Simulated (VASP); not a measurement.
WAu, 2 atoms in the cell. It takes space group F-43m (No. 216, cubic). The conventional cell has a = 5.744 Å, b = 5.744 Å, c = 5.744 Å, α = 90.00°, β = 90.00°, γ = 90.00°. W (site symmetry -43m) has 4 Au at 2.49 Å within 3.3 Å. Within 3.3 Å of Au (site symmetry -43m) lie 4 W at 2.49 Å. 

```yaml
Program: VASP 6.6.1
Task: single point
Functional: r2SCAN
Potentials_or_basis: VASP PAW PBE potentials, release 64 (W_sv, Au_sv_GW)
Cutoff: 590 eV
k_mesh: 8 × 8 × 8
Occupations: fermi-dirac, width 0.05 eV
Spin: no spin polarisation
Dipole_correction: no
Further_INCAR_settings: ALGO = Normal; EDIFF = 1e-06; NBANDS = 24
```

Potentials or basis: VASP PAW PBE potentials, release 64 (W_sv, Au_sv_GW).

Run with:

```sh
$ cat potpaw_PBE.64/W_sv/POTCAR potpaw_PBE.64/Au_sv_GW/POTCAR > POTCAR
$ cp INCAR.step1 INCAR
$ mpirun -np 1 vasp_std > vasp.out
$ cp INCAR.step2 INCAR
$ mpirun -np 1 vasp_std > vasp.out
```

Hardware: 1 thread of AMD EPYC 7R43 64-Core Processor (Zen 3), on a shared host.

Q: Estimate the wall time of this run.

A: It took 2.1 min on 1 thread of AMD EPYC 7R43 64-Core Processor (Zen 3) (shared host), peak memory 0.19 GiB. Counts: k points 29.
